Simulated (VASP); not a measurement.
Input of a VASP 6.6.1 run:

Contents of POSCAR:

```
LiCl
1.0
    0.0000000000      2.5560369889      2.5560369889
    2.5560369889      0.0000000000      2.5560369889
    2.5560369889      2.5560369889      0.0000000000
Li Cl
1 1
Direct
    0.0000000000      0.0000000000      0.0000000000
    0.5000000000      0.5000000000      0.5000000000
```

INCAR.step1

```
SYSTEM = LiCl
PREC = Accurate ; ENCUT = 500
EDIFF = 1E-8 ; ISMEAR = 0
SIGMA = 0.01 ; LREAL = .FALSE.
LASPH = .TRUE. ; NELM = 60
ALGO = Normal ; LWAVE = .TRUE.
LCHARG = .FALSE. ; GGA = PE
```

Contents of INCAR.step2:

```
SYSTEM = LiCl
PREC = Accurate ; ENCUT = 500
EDIFF = 1E-8 ; ISMEAR = 0
SIGMA = 0.01 ; LREAL = .FALSE.
LASPH = .TRUE. ; NELM = 1
ALGO = Exact ; LWAVE = .TRUE.
LCHARG = .FALSE. ; GGA = PE
NBANDS = 58 ; LOPTICS = .TRUE.
ISTART = 1
```

The input INCAR.step3:

```
SYSTEM = LiCl
PREC = Accurate ; ENCUT = 500
EDIFF = 1E-8 ; ISMEAR = 0
SIGMA = 0.01 ; LREAL = .FALSE.
LASPH = .TRUE. ; ALGO = EVGW0
LWAVE = .FALSE. ; LCHARG = .FALSE.
GGA = PE ; NELMGW = 1
NBANDS = 58 ; ENCUTGW = 80.0
NOMEGA = 96 ; PRECFOCK = Fast
ISTART = 1 ; NBANDSGW = 12
OMEGAMAX = 20
```

KPOINTS

```
Automatic mesh
0
G
  4 4 4
  0 0 0
```

Potentials or basis: VASP PAW PBE potentials, release 64 (Li_GW, Cl_GW).

Run with:

```console
$ cat potpaw_PBE.64/Li_GW/POTCAR potpaw_PBE.64/Cl_GW/POTCAR > POTCAR
$ cp INCAR.step1 INCAR
$ mpirun -np 1 vasp_std > vasp.out
$ cp INCAR.step2 INCAR
$ mpirun -np 1 vasp_std > vasp.out
$ cp INCAR.step3 INCAR
$ mpirun -np 1 vasp_std > vasp.out
```

Estimate the quasiparticle gap.

8.72 eV.

What does it give for the least direct quasiparticle gap?

8.72 eV.

Predict the band gap of the starting levels on the mesh.

6.38 eV.

What does it give for the least direct gap of the starting levels on the mesh?

6.38 eV.

Caveat: the k points lie up to 0.53 Å⁻¹ apart; bands, screening cutoff and mesh are small and nothing is extrapolated, so the quasiparticle values aren't converged.
